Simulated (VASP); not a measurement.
Cu3O2: single point with PBE

Cu3O2:

```
Cu O
1.0
    -2.02298    2.02298    3.67362
     2.02298   -2.02298    3.67362
     2.02298    2.02298   -3.67362
Cu O
3 2
Direct
  0.25000 0.75000 0.50000
  0.75000 0.25000 0.50000
  0.00000 0.00000 0.00000
  0.00000 0.50000 0.50000
  0.50000 0.00000 0.50000
```

```yaml
Program: VASP 6.6.1
Task: single point
Functional: PBE
Potentials_or_basis: VASP PAW PBE potentials, release 64 (Cu, O)
Cutoff: 520 eV
k_mesh: 8 × 8 × 8
Occupations: methfessel-paxton, width 0.15 eV
Spin: no spin polarisation
Dipole_correction: no
Further_INCAR_settings: ALGO = Normal; EDIFF = 1e-06; NBANDS = 30
```

The pressure is 1.5 GPa.

Stress tensor (GPa, compression positive):
```
1.34 0.00 0.00
0.00 1.34 0.00
0.00 0.00 1.96
```

Levels at points of the mesh, in eV from the Fermi level:
```csv
k point,band 19,band 20,band 21,band 22,band 23,band 24,band 25,band 26,band 27,band 28
"(0.00, 0.00, 0.00)",-1.60,-1.45,-0.75,-0.75,0.42,0.50,5.22,5.22,7.00,7.29
"(0.50, 0.00, 0.00)",-1.45,-1.26,-0.87,-0.54,-0.18,2.88,3.26,8.15,8.24,8.29
"(0.50, 0.50, 0.00)",-1.46,-0.44,-0.41,-0.20,0.59,1.29,3.66,3.68,7.65,9.37
"(0.50, 0.50, 0.50)",-1.71,-1.45,-1.23,-0.27,-0.27,3.32,4.68,6.35,6.35,7.45
```

Wall time 2.3 min on 1 thread of Intel(R) Xeon(R) Platinum 8375C CPU @ 2.90GHz (Ice Lake) (shared host), peak memory 0.25 GiB.

Caveat: an odd number of electrons without spin polarisation forces a metal; a magnetic or distorted state may lie lower. With open d or f shells a metallic result of PBE can be an artefact of self-interaction; +U or a hybrid may open a gap.
